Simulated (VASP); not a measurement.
# Sr (Fm-3m) in VASP: further runs, part 2 of 2

VASP 6.6.1.

## 4. Single point, PBE0

Input file POSCAR:

```
Sr
1.0
    0.0000000000      3.0423500000      3.0423500000
    3.0423500000      0.0000000000      3.0423500000
    3.0423500000      3.0423500000      0.0000000000
Sr
1
Direct
    0.0000000000      0.0000000000      0.0000000000
```

Input file INCAR.step1:

```
  PREC = Accurate
  ENCUT = 400
  EDIFF = 1E-5
  ISMEAR = -1
  SIGMA = 0.025
  LREAL = F
  LASPH = T
  NELM = 120
  ALGO = Normal
  ISIF = 2
  LWAVE = T
  LCHARG = F
  GGA = PE
  NBANDS = 11
  GGA_COMPAT = F
```

Input file INCAR.step2:

```
  PREC = Accurate
  ENCUT = 400
  EDIFF = 1E-6
  ISMEAR = -1
  SIGMA = 0.025
  LREAL = F
  LASPH = T
  NELM = 120
  ALGO = Normal
  ISIF = 2
  LWAVE = F
  LCHARG = F
  GGA = PE
  LHFCALC = T
  AEXX = 0.25
  PRECFOCK = Normal
  ISTART = 1
  NBANDS = 11
  GGA_COMPAT = F
```

Input file KPOINTS:

```
regular mesh
0
Gamma
  6 6 6
```

Potentials or basis: VASP PAW PBE potentials, release 64 (Sr_sv).

Started as:

```console
$ cat potpaw_PBE.64/Sr_sv/POTCAR > POTCAR
$ cp INCAR.step1 INCAR
$ mpirun -np 1 vasp_std > vasp.out
$ cp INCAR.step2 INCAR
$ mpirun -np 1 vasp_std > vasp.out
```

OUTCAR:

```text
PREC = Accurate
   ENCUT = 400
   EDIFF = 1E-6
   ISMEAR = -1
   LREAL = F
   LASPH = T
   NELM = 120
   ISIF = 2
   GGA = PE
   LHFCALC = T
   AEXX = 0.25
   PRECFOCK = Normal
   ISTART = 1

 ion  position               nearest neighbor table
   1  0.000  0.000  0.000-

  LATTYP: Found a face centered cubic cell.
 ALAT       =     6.0847000000

  Lattice vectors:

 A1 = (   0.0000000000,   3.0423500000,   3.0423500000)
 A2 = (   3.0423500000,   0.0000000000,   3.0423500000)
 A3 = (   3.0423500000,   3.0423500000,   0.0000000000)

Analysis of symmetry for initial positions (statically):
=====================================================================
 Subroutine PRICEL returns:
 Original cell was already a primitive cell.

 Routine SETGRP: Setting up the symmetry group for a
 face centered cubic supercell.

 Subroutine GETGRP returns: Found 48 space group operations
 (whereof 48 operations were pure point group operations)
 out of a pool of 48 trial point group operations.

The static configuration has the point symmetry O_h .

Analysis of symmetry for dynamics (positions and initial velocities):
=====================================================================
 Subroutine PRICEL returns:
 Original cell was already a primitive cell.

 Routine SETGRP: Setting up the symmetry group for a
 face centered cubic supercell.

 Subroutine GETGRP returns: Found 48 space group operations
 (whereof 48 operations were pure point group operations)
 out of a pool of 48 trial point group operations.

The dynamic configuration has the point symmetry O_h .

 Subroutine INISYM returns: Found 48 space group operations
 (whereof 48 operations are pure point group operations),
 and found     1 'primitive' translations

----------------------------------------------------------------------------------------

                                     Primitive cell

  volume of cell :      56.3193

  direct lattice vectors                    reciprocal lattice vectors
     0.000000000  3.042350000  3.042350000    -0.164346640  0.164346640  0.164346640
     3.042350000  0.000000000  3.042350000     0.164346640 -0.164346640  0.164346640
     3.042350000  3.042350000  0.000000000     0.164346640  0.164346640 -0.164346640

  length of vectors
     4.302532631  4.302532631  4.302532631     0.284656730  0.284656730  0.284656730

  position of ions in fractional coordinates (direct lattice)
     0.000000000  0.000000000  0.000000000

  ion indices of the primitive-cell ions
   primitive index   ion index
                 1           1

----------------------------------------------------------------------------------------

 KPOINTS: regular mesh

Automatic generation of k-mesh.
 Grid dimensions read from file:
 generate k-points for:    6    6    6

 Generating k-lattice:

  Cartesian coordinates                     Fractional coordinates (reciprocal lattice)
    -0.027391107  0.027391107  0.027391107     0.166666667  0.000000000  0.000000000
     0.027391107 -0.027391107  0.027391107     0.000000000  0.166666667  0.000000000
     0.027391107  0.027391107 -0.027391107     0.000000000  0.000000000  0.166666667

  Length of vectors
     0.047442788  0.047442788  0.047442788

[... 29 lines left out ...]
   dimension x,y,z NGX =    28 NGY =   28 NGZ =   28
   dimension x,y,z NGXF=    56 NGYF=   56 NGZF=   56
   ions per type =               1
   NGX,Y,Z   is equivalent  to a cutoff of  10.82, 10.82, 10.82 a.u.
   NGXF,Y,Z  is equivalent  to a cutoff of  21.64, 21.64, 21.64 a.u.
 SYSTEM =  unknown system
   PREC   = accura    normal or accurate (medium, high low for compatibility)
   ISTART =      1    job   : 0-new  1-cont  2-samecut
   ICHARG =      0    charge: 1-file 2-atom 10-const
   ISPIN  =      1    spin polarized calculation?
   LNONCOLLINEAR =      F non collinear calculations
   LSORBIT =      F    spin-orbit coupling
   LASPH  =      T    aspherical Exc in radial PAW
   ENCUT  =  400.0 eV  29.40 Ry    5.42 a.u.   7.02  7.02  7.02*2*pi/ulx,y,z
   NELM   =    120;   NELMIN=  2; NELMDL=  0     # of ELM steps
   EDIFF  = 0.1E-05   stopping-criterion for ELM
   LREAL  =      F    real-space projection
   EDIFFG = 0.1E-04   stopping-criterion for IOM
   NSW    =      0    number of steps for IOM
   IBRION =     -1    ionic relax: 0-MD 1-quasi-New 2-CG
   NFREE  =      0    steps in history (QN), initial steepest desc. (CG)
   ISIF   =      2    stress and relaxation
   ISYM   =      3    0-nonsym 1-usesym 2-fastsym
   POTIM  = 0.5000    time-step for ionic-motion
   TEBEG  =    0.0;   TEEND  =   0.0 temperature during run
   PSTRESS=    0.0 pullay stress
   NELECT =      10.0000    total number of electrons
   NUPDOWN=      -1.0000    fix difference up-down
   EMIN   =  10.00;   EMAX   =-10.00  energy-range for DOS
   EFERMI =   0.00;   METHOD = LEGACY
   ISMEAR =    -1;   SIGMA  =   0.03  broadening in eV -4-tet -1-fermi 0-gaus
   EFERMI_NEDOS =   21; number of points for ismear=-14 and -15
   IALGO  =     38    algorithm
   IMIX   =      1    mixing-type and parameters
     AMIX     =   0.40;   BMIX     =  1.00
     AMIX_MAG =   1.60;   BMIX_MAG =  1.00
  volume/ion in A,a.u.               =      56.32       380.06
  Fermi-wavevector in a.u.,A,eV,Ry     =   0.920144  1.738819 11.519569  0.846664
  Thomas-Fermi vector in A             =   2.045416
   LORBIT       =      0    0 simple, 1 ext, 2 COOP (PROOUT), +10 PAW based schemes
   GGA     = PE    functional components
   LHFCALC =     T    Hartree Fock is set to
   PRECFOCK=normal    Normal, Fast or Accurate (Low or Medium for compatibility)
   ENCUT4O =  -1.0   cutoff for four orbital integrals eV
   NKREDX  =     1    reduce k-point grid by
   NKREDY  =     1    reduce k-point grid by
   NKREDZ  =     1    reduce k-point grid by
   AEXX    =    0.2500 exact exchange contribution
   HFSCREEN=    0.0000 screening length (either q_TF or 0.3 A-1)
   HFSCREENC=   0.0000 screening length for correlation (either q_TF or 0.3 A-1)
   ENCUTFOCK=  -1.0 apply spherical cutoff to Coloumb kernel
   IVDW    =     0    specifies the selected vdW correction
   LEPSILON=     F    determine dielectric tensor
   LRPA    =     F    only Hartree local field effects (RPA)
 non-spin polarized calculation
  energy-cutoff  :      400.00
  volume of cell :       56.32
 maximum number of plane-waves:      1034
  NGX = 24; NGY = 24; NGZ = 24

 number of electron      10.0000000 magnetization

 Free energy of the ion-electron system (eV)
  ---------------------------------------------------
  ext. energy  EPLUGINS =         0.00000000
  ---------------------------------------------------
  free energy    TOTEN  =        -1.54602596 eV

  energy without entropy =       -1.54351541  energy(sigma->0) =       -1.54477069

 E-fermi :   1.5452     XC(G=0):  -5.7777

 val. band max:        1.5050210861   @ k =  -0.3333   0.3333   0.1667
 cond. band min:       1.7737286888   @ k =  -0.3333   0.3333   0.1667
 fundamental gap:      0.2687076028
 Fermi energy:         1.5452389583

 k-point     1 :       0.0000    0.0000    0.0000
  band No.  band energies     occupation
      1     -38.5144      2.00000
      2     -19.0926      2.00000
      3     -19.0926      2.00000
      4     -19.0926      2.00000
      5      -3.1979      2.00000
      6       4.8340      0.00000
      7       4.8340      0.00000
      8       4.8340      0.00000
      9       6.3962      0.00000
     10       6.3962      0.00000
     11       9.4023      0.00000
[... 197 lines left out ...]
 k-point    16 :      -0.3333    0.5000    0.1667
  band No.  band energies     occupation
      1     -38.4968      2.00000
      2     -19.2470      2.00000
      3     -19.1906      2.00000
      4     -19.1653      2.00000
      5       1.2601      1.99998
      6       2.6150      0.00000
      7       2.7240      0.00000
      8       4.9583      0.00000
      9       7.8217      0.00000
     10       7.8306      0.00000
     11       7.9457      0.00000

------------------------ aborting loop because EDIFF is reached ----------------------------------------

  FORCE on cell =-STRESS in cart. coord.  units (eV):
  Direction    XX          YY          ZZ          XY          YZ          ZX
  --------------------------------------------------------------------------------------
  -------------------------------------------------------------------------------------
  Total        0.0604537      0.0604537      0.0604537     -0.0000000      0.0000000     -0.0000000
  in kB        1.7197915      1.7197915      1.7197915     -0.0000000      0.0000000     -0.0000000
  external PRESSURE =       1.7197915 kB  Pullay stress =       0.0000000 kB

 VOLUME and BASIS-vectors are now :
 -----------------------------------------------------------------------------
  energy-cutoff  :      400.00
  volume of cell :       56.32
      direct lattice vectors                 reciprocal lattice vectors
     0.000000000  3.042350000  3.042350000    -0.164346640  0.164346640  0.164346640
     3.042350000  0.000000000  3.042350000     0.164346640 -0.164346640  0.164346640
     3.042350000  3.042350000  0.000000000     0.164346640  0.164346640 -0.164346640

 POSITION                                       TOTAL-FORCE (eV/Angst)
 -----------------------------------------------------------------------------------
      0.00000      0.00000      0.00000        -0.000000      0.000000      0.000000
 -----------------------------------------------------------------------------------
    total drift:                                0.000001      0.000001      0.000001

  FREE ENERGIE OF THE ION-ELECTRON SYSTEM (eV)
  ---------------------------------------------------
  free  energy   TOTEN  =        -1.5460259587 eV

  energy  without entropy=       -1.5435154147  energy(sigma->0) =       -1.54477069
```

OSZICAR.step1:

```text
N       E                     dE             d eps       ncg     rms          rms(c)
DAV:   1     0.308051980338E+02    0.30805E+02   -0.42301E+03   352   0.647E+02
DAV:   2    -0.193613465496E+00   -0.30999E+02   -0.30467E+02   428   0.138E+02
DAV:   3    -0.154198658971E+01   -0.13484E+01   -0.13327E+01   510   0.217E+01
DAV:   4    -0.160879525790E+01   -0.66809E-01   -0.66607E-01   459   0.439E+00
DAV:   5    -0.161011469056E+01   -0.13194E-02   -0.13193E-02   493   0.512E-01    0.109E+01
DAV:   6    -0.161084890657E+01   -0.73422E-03   -0.65957E-03   400   0.889E-01    0.615E+00
DAV:   7    -0.161172009724E+01   -0.87119E-03   -0.11111E-02   388   0.114E+00    0.281E-01
DAV:   8    -0.161170801443E+01    0.12083E-04   -0.14153E-03   557   0.207E-01    0.772E-02
DAV:   9    -0.161172515308E+01   -0.17139E-04   -0.11306E-05   380   0.329E-02    0.288E-02
DAV:  10    -0.161174316343E+01   -0.18010E-04   -0.53223E-06   281   0.209E-02    0.393E-03
DAV:  11    -0.161174212819E+01    0.10352E-05   -0.44089E-07   218   0.461E-03
   1 F= -.16117421E+01 E0= -.16079744E+01  d E =-.753546E-02
```

It took 10 min on 1 thread of Intel Xeon Platinum 8259CL at 2.50GHz (Skylake/Cascade Lake), shared host; peak memory 0.18 GiB.

What came out:

- Free energy: -1.5460 eV
- Pressure: 0.2 GPa
- Band gap on the k mesh: zero (bands 5 and 6 overlap by 0.25 eV)

Levels at points of the mesh, in eV from the Fermi level:
| k point | band 2 | band 3 | band 4 | band 5 | band 6 | band 7 | band 8 | band 9 |
| --- | --- | --- | --- | --- | --- | --- | --- | --- |
| (0.00, 0.00, 0.00) | -20.64 | -20.64 | -20.64 | -4.74 | 3.29 | 3.29 | 3.29 | 4.85 |
| (0.50, 0.00, 0.00) | -20.84 | -20.66 | -20.66 | -1.46 | -0.29 | 3.09 | 3.09 | 5.95 |
| (0.50, 0.50, 0.00) | -20.82 | -20.71 | -20.71 | -0.91 | 1.09 | 1.30 | 5.95 | 5.96 |

Caveat: the PAW data sets were made with another functional, which shifts forces and pressure a little.

## 5. Summary

| level | spin | k mesh | cutoff (eV) | smearing | grid for exact exchange (PRECFOCK) | share of exact exchange | gap on the mesh (eV) | pressure (GPa) |
| --- | --- | --- | --- | --- | --- | --- | --- | --- |
| PBE | non-collinear, typed start, SOC | 8 × 8 × 8 | 520 | fermi-dirac 0.05 eV | - | - | - | -0.3 |
| r2SCAN+rVV10 | off | 8 × 8 × 8 | 550 | fermi-dirac 0.1 eV | - | - | none | -0.1 |
| PBE0 | off | 6 × 6 × 6 | 400 | fermi-dirac 0.025 eV | Normal | 0.25 | none | 0.2 |

Alike in all rows: task single point; potentials or basis VASP PAW PBE potentials, release 64 (Sr_sv); cell as given.

The pressure there spans -0.3 GPa (PBE) to 0.2 GPa (PBE0); a positive pressure means that this level wants a larger cell, a negative one a smaller.

Caveats: the PAW data sets were made with another functional, which shifts forces and pressure a little (at least some runs).

Absolute energies hang on the potentials; compare differences alone.
